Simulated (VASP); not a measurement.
# SiGeO4 (P6_3mc) in VASP: notebook, part 2 of 2

VASP 6.6.1.

### Step 4. Single point, PBE

This run uses another cell than the first one, of 19.24 Å³/atom.

File INCAR:

```
PREC = Accurate
ENCUT = 520
EDIFF = 1E-6
ISMEAR = 0
SIGMA = 0.02
LREAL = False
LASPH = True
NELM = 60
ALGO = Normal
ISIF = 2
LWAVE = False
LCHARG = False
GGA = PE
NBANDS = 54
```

File KPOINTS:

```
regular mesh
0
Gamma
  6 6 4
```

File POSCAR:

```
SiGeO4
1.0
    5.4661036551      0.0000000000      0.0000000000
   -2.7330518276      4.7337846251      0.0000000000
    0.0000000000      0.0000000000      8.9224259883
Si Ge O
2 2 8
Direct
    0.3333333333      0.6666666667      0.9375276256
    0.6666666667      0.3333333333      0.4375276256
    0.6666666667      0.3333333333      0.0624101372
    0.3333333333      0.6666666667      0.5624101372
    0.0114261643      0.5057130822      0.9978938906
    0.4942869178      0.5057130822      0.9978938906
    0.4942869178      0.9885738357      0.9978938906
    0.3333333333      0.6666666667      0.7563805553
    0.6666666667      0.3333333333      0.2563805553
    0.5057130822      0.0114261643      0.4978938906
    0.5057130822      0.4942869178      0.4978938906
    0.9885738357      0.4942869178      0.4978938906
```

Potentials or basis: VASP PAW PBE potentials, release 64 (Si, Ge_d, O).

Launch:

```sh
cat potpaw_PBE.64/Si/POTCAR potpaw_PBE.64/Ge_d/POTCAR potpaw_PBE.64/O/POTCAR > POTCAR
mpirun -np 1 vasp_std > vasp.out
```

OUTCAR:

```text
PREC = Accurate
   ENCUT = 520
   EDIFF = 1E-6
   ISMEAR = 0
   LREAL = False
   LASPH = True
   NELM = 60
   ISIF = 2
   GGA = PE

 ion  position               nearest neighbor table
   1  0.333  0.667  0.938-   5 1.62   6 1.62   7 1.62   8 1.62
   2  0.667  0.333  0.438-  12 1.62  11 1.62  10 1.62   9 1.62
   3  0.667  0.333  0.062-   5 1.73   7 1.73   6 1.73   9 1.73
   4  0.333  0.667  0.562-  12 1.73  10 1.73  11 1.73   8 1.73
   5  0.011  0.506  0.998-   1 1.62   3 1.73
   6  0.494  0.506  0.998-   1 1.62   3 1.73
   7  0.494  0.989  0.998-   1 1.62   3 1.73
   8  0.333  0.667  0.756-   1 1.62   4 1.73
   9  0.667  0.333  0.256-   2 1.62   3 1.73
  10  0.506  0.011  0.498-   2 1.62   4 1.73
  11  0.506  0.494  0.498-   2 1.62   4 1.73
  12  0.989  0.494  0.498-   2 1.62   4 1.73

  LATTYP: Found a hexagonal cell.
 ALAT       =     5.4661036551
 C/A-ratio  =     1.6323192078

  Lattice vectors:

 A1 = (   5.4661036551,   0.0000000000,   0.0000000000)
 A2 = (  -2.7330518276,   4.7337846251,   0.0000000000)
 A3 = (   0.0000000000,   0.0000000000,   8.9224259883)

Analysis of symmetry for initial positions (statically):
=====================================================================
 Subroutine PRICEL returns:
 Original cell was already a primitive cell.

 Routine SETGRP: Setting up the symmetry group for a
 hexagonal supercell.

 Subroutine GETGRP returns: Found 12 space group operations
 (whereof  6 operations were pure point group operations)
 out of a pool of 24 trial point group operations.

The static configuration has the point symmetry C_3v.
 The point group associated with its full space group is C_6v.

Analysis of symmetry for dynamics (positions and initial velocities):
[... 153 lines left out ...]
   GGA     = PE    functional components
   LHFCALC =     F    Hartree Fock is set to
   AEXX    =    0.0000 exact exchange contribution
   IVDW    =     0    specifies the selected vdW correction
   LEPSILON=     F    determine dielectric tensor
   LRPA    =     F    only Hartree local field effects (RPA)
 non-spin polarized calculation
 Gauss-broadening in eV      SIGMA  =   0.02
  energy-cutoff  :      520.00
  volume of cell :      230.87
 maximum number of plane-waves:      6243
 NGX is ok and might be reduce to    42
   NGX = 21   NGY = 21   NGZ = 33

 number of electron      83.9999991 magnetization

 Free energy of the ion-electron system (eV)
  ---------------------------------------------------
  ext. energy  EPLUGINS =         0.00000000
  ---------------------------------------------------
  free energy    TOTEN  =       -85.12779238 eV

  energy without entropy =      -85.12779238  energy(sigma->0) =      -85.12779238

 E-fermi :  -1.4241     XC(G=0):  -7.2579

 val. band max:       -1.6006444621   @ k =   0.0000   0.0000   0.0000
 cond. band min:       2.4310184172   @ k =   0.0000   0.0000   0.0000
 fundamental gap:      4.0316628793
 Fermi energy:        -1.4240534254

 k-point     1 :       0.0000    0.0000    0.0000
  band No.  band energies     occupation
      1     -25.1940      2.00000
      2     -25.1881      2.00000
      3     -25.1875      2.00000
      4     -25.1875      2.00000
      5     -25.1871      2.00000
      6     -25.1871      2.00000
[... 1186 lines left out ...]
     53       8.7010      0.00000
     54       8.7010      0.00000

------------------------ aborting loop because EDIFF is reached ----------------------------------------

  FORCE on cell =-STRESS in cart. coord.  units (eV):
  Direction    XX          YY          ZZ          XY          YZ          ZX
  --------------------------------------------------------------------------------------
  -------------------------------------------------------------------------------------
  Total       -0.3545725     -0.3545725     -0.3586787      0.0000000      0.0000000      0.0000000
  in kB       -2.4606303     -2.4606303     -2.4891259      0.0000000      0.0000000      0.0000000
  external PRESSURE =      -2.4701288 kB  Pullay stress =       0.0000000 kB

 VOLUME and BASIS-vectors are now :
 -----------------------------------------------------------------------------
  energy-cutoff  :      520.00
  volume of cell :      230.87
      direct lattice vectors                 reciprocal lattice vectors
     5.466103655  0.000000000  0.000000000     0.182945671  0.105623732  0.000000000
    -2.733051828  4.733784625  0.000000000     0.000000000  0.211247465  0.000000000
     0.000000000  0.000000000  8.922425988     0.000000000  0.000000000  0.112077141

 POSITION                                       TOTAL-FORCE (eV/Angst)
 -----------------------------------------------------------------------------------
     -0.00000      3.15586      8.36502         0.000000     -0.000000     -0.003850
      2.73305      1.57793      3.90381         0.000000     -0.000000     -0.003850
      2.73305      1.57793      0.55685         0.000000     -0.000000     -0.001783
     -0.00000      3.15586      5.01806         0.000000     -0.000000     -0.001783
     -1.31968      2.39394      8.90363        -0.080488     -0.046470      0.034423
      1.31968      2.39394      8.90363         0.080488     -0.046470      0.034423
     -0.00000      4.67970      8.90363        -0.000000      0.092939      0.034423
     -0.00000      3.15586      6.74875         0.000000     -0.000000     -0.097635
      2.73305      1.57793      2.28754         0.000000     -0.000000     -0.097635
      2.73305      0.05409      4.44242         0.000000     -0.092939      0.034423
      1.41337      2.33985      4.44242        -0.080488      0.046470      0.034423
      4.05274      2.33985      4.44242         0.080488      0.046470      0.034423
 -----------------------------------------------------------------------------------
    total drift:                               -0.000002     -0.000000      0.004622

  FREE ENERGIE OF THE ION-ELECTRON SYSTEM (eV)
  ---------------------------------------------------
  free  energy   TOTEN  =       -85.1277923757 eV

  energy  without entropy=      -85.1277923757  energy(sigma->0) =      -85.12779238
```

OSZICAR:

```text
N       E                     dE             d eps       ncg     rms          rms(c)
DAV:   1     0.100219179795E+04    0.10022E+04   -0.40389E+04  3360   0.250E+03
DAV:   2     0.924679205368E+02   -0.90972E+03   -0.85594E+03  2788   0.887E+02
DAV:   3    -0.858464619999E+02   -0.17831E+03   -0.17698E+03  2436   0.218E+02
DAV:   4    -0.991093023834E+02   -0.13263E+02   -0.13192E+02  2856   0.752E+01
DAV:   5    -0.995528014700E+02   -0.44350E+00   -0.44262E+00  2712   0.123E+01    0.266E+01
DAV:   6    -0.848940297635E+02    0.14659E+02   -0.51056E+01  3522   0.110E+02    0.971E+00
DAV:   7    -0.851918977579E+02   -0.29787E+00   -0.57335E+00  2614   0.959E+00    0.535E+00
DAV:   8    -0.851497404818E+02    0.42157E-01   -0.65545E-01  3426   0.695E+00    0.131E+00
DAV:   9    -0.851239632607E+02    0.25777E-01   -0.19777E-01  3616   0.387E+00    0.412E-01
DAV:  10    -0.851270113796E+02   -0.30481E-02   -0.13224E-02  2834   0.906E-01    0.166E-01
DAV:  11    -0.851279061551E+02   -0.89478E-03   -0.17123E-03  2762   0.344E-01    0.795E-02
DAV:  12    -0.851278735051E+02    0.32650E-04   -0.45621E-04  3080   0.225E-01    0.160E-02
DAV:  13    -0.851278060831E+02    0.67422E-04   -0.10483E-04  2616   0.564E-02    0.174E-02
DAV:  14    -0.851277928373E+02    0.13246E-04   -0.21519E-05  3044   0.364E-02    0.471E-03
DAV:  15    -0.851277923757E+02    0.46160E-06   -0.55838E-07  1886   0.936E-03
   1 F= -.85127792E+02 E0= -.85127792E+02  d E =-.267366E-37
```

stdout:

```text
POSCAR found type information on POSCAR SiGeO
 POSCAR found :  3 types and      12 ions
 scaLAPACK will be used
 LDA part: xc-table for (Slater+PW92), standard interpolation
 POSCAR, INCAR and KPOINTS ok, starting setup
 FFT: planning ... GRIDC
 FFT: planning ... GRID_SOFT
 FFT: planning ... GRID
 WAVECAR not read
 entering main loop
```

Run time: 18 min. Hardware: 1 thread of Intel Xeon 8259CL, shared host; peak memory 0.46 GiB.

Results:

| Item | Value |
| --- | --- |
| Free energy | -85.1278 eV |
| Pressure | -0.2 GPa |
| Largest force | 0.099 eV/Å |
| Band gap on the k mesh | 4.03 eV |

Forces in eV/Å, atoms in the order of the input:
```
Si   0.000  0.000 -0.004
Si   0.000  0.000 -0.004
Ge   0.000  0.000 -0.002
Ge   0.000  0.000 -0.002
O   -0.080 -0.046  0.034
O    0.080 -0.046  0.034
O    0.000  0.093  0.034
O    0.000  0.000 -0.098
O    0.000  0.000 -0.098
O    0.000 -0.093  0.034
O   -0.080  0.046  0.034
O    0.080  0.046  0.034
```

A k mesh can miss the band edges.

### Step 5. The runs side by side

| cell | k mesh | smearing | gap on the mesh (eV) | pressure (GPa) | largest force (eV/Å) |
| --- | --- | --- | --- | --- | --- |
| a = 5.398, b = 5.398, c = 8.815 Å, angles 90.0, 90.0, 120.0°, 12 atoms, atomic positions A | 6 × 6 × 2 | gaussian 0.1 eV | 4.51 | 4.7 | 0.58 |
| a = 5.461, b = 5.461, c = 8.915 Å, angles 90.0, 90.0, 120.0°, 12 atoms, atomic positions B | 6 × 6 × 2 | gaussian 0.1 eV | 4.06 | 0.1 | 0.10 |
| a = 5.466, b = 5.466, c = 8.922 Å, angles 90.0, 90.0, 120.0°, 12 atoms, atomic positions B | 6 × 6 × 4 | gaussian 0.02 eV | 4.03 | -0.2 | 0.10 |

Alike in all rows: task single point; level PBE; potentials or basis VASP PAW PBE potentials, release 64 (Si, Ge_d, O); no spin polarisation; cutoff (eV) 520.

Caveats: the cell stands under pressure (at least some runs).

Total energies depend on the potentials used, so only differences within one code and one set of settings carry meaning.
